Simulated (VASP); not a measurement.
Input of a VASP 6.6.1 run:

Contents of INCAR:

```
AGGAC = 1.0 ; AGGAX = 1.0
ALDAC = 0.0 ; ALDAX = 1.0
ALGO = Normal ; EDIFF = 1E-6
ENCUT = 520 ; GGA = B5
ISIF = 2 ; ISMEAR = -1
IVDW = 12 ; LASPH = T
LCHARG = F ; LREAL = F
LWAVE = F ; NBANDS = 33
NELM = 80 ; PREC = Accurate
SIGMA = 0.05 ; VDW_A1 = 0.4298
VDW_A2 = 4.2359 ; VDW_S6 = 1.0
VDW_S8 = 2.6996
```

File KPOINTS:

```
k-points
0
Gamma
  4 3 2
```

File POSCAR:

```
TiNF
1.0
    3.0820380541      0.0000000000      0.0000000000
    0.0000000000      3.9036201787      0.0000000000
    0.0000000000      0.0000000000      5.5702743150
Ti N F
2 2 2
Direct
    0.5000000000      0.0000000000      0.8495849533
    0.0000000000      0.5000000000      0.1504150467
    0.5000000000      0.5000000000      0.9173712977
    0.0000000000      0.0000000000      0.0826287023
    0.0000000000      0.0000000000      0.6099491026
    0.5000000000      0.5000000000      0.3900508974
```

Potentials or basis: VASP PAW PBE potentials, release 64 (Ti_sv, N, F).

Run with:

```sh
$ cat potpaw_PBE.64/Ti_sv/POTCAR potpaw_PBE.64/N/POTCAR potpaw_PBE.64/F/POTCAR > POTCAR
$ mpirun -np 1 vasp_std > vasp.out
```

Q: What does it give for the largest force?

A: 0.058 eV/Å.

Q: Predict the dispersion energy per atom.

A: -0.506 eV.

Q: Predict the pressure.

A: 0.5 GPa.

Forces in eV/Å, atoms in the order of the input:
```
Ti   0.000  0.000 -0.033
Ti   0.000  0.000  0.033
N    0.000  0.000 -0.027
N    0.000  0.000  0.027
F    0.000  0.000 -0.058
F    0.000  0.000  0.058
```

Caveat: the k points lie up to 0.56 Å⁻¹ apart; the PAW data sets were made with another functional, which shifts forces and pressure a little.
